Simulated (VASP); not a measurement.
Sn: single point with LDA

Crystal: Sn.

```
Sn
1.0
     0.00000    2.40854    2.40854
     2.40854    0.00000    2.40854
     2.40854    2.40854    0.00000
Sn
1
Cartesian
  0.0000 0.0000 0.0000
```

This cell differs from its parent crystal: volume scaled by 1.08.

```
Program             : VASP 6.6.1
Task                : single point
Functional          : LDA
Potentials or basis : VASP PAW LDA potentials, release 64 (Sn_d)
Cutoff              : 520 eV
k mesh              : 13 × 13 × 13
Occupations         : fermi-dirac, width 0.1 eV
Spin                : no spin polarisation
```

| Property | Result |
| --- | --- |
| Pressure | -3.8 GPa |
| Band gap on the k mesh | zero (band 7 reaches 14.89 eV, above the bottom of band 8 at 5.66 eV) |

Levels at points of the mesh, in eV from the Fermi level:
```
           k point  band 5  band 6  band 7  band 8  band 9  band 10
(0.00, 0.00, 0.00)  -21.40  -10.99    7.33    7.33    7.33    10.66
```

Run time: 64 s on 1 thread of AMD EPYC 7R13, with other jobs on the host, peak memory 0.13 GiB.

Caveat: spin-orbit coupling is left out, which moves the levels of the heavy elements.
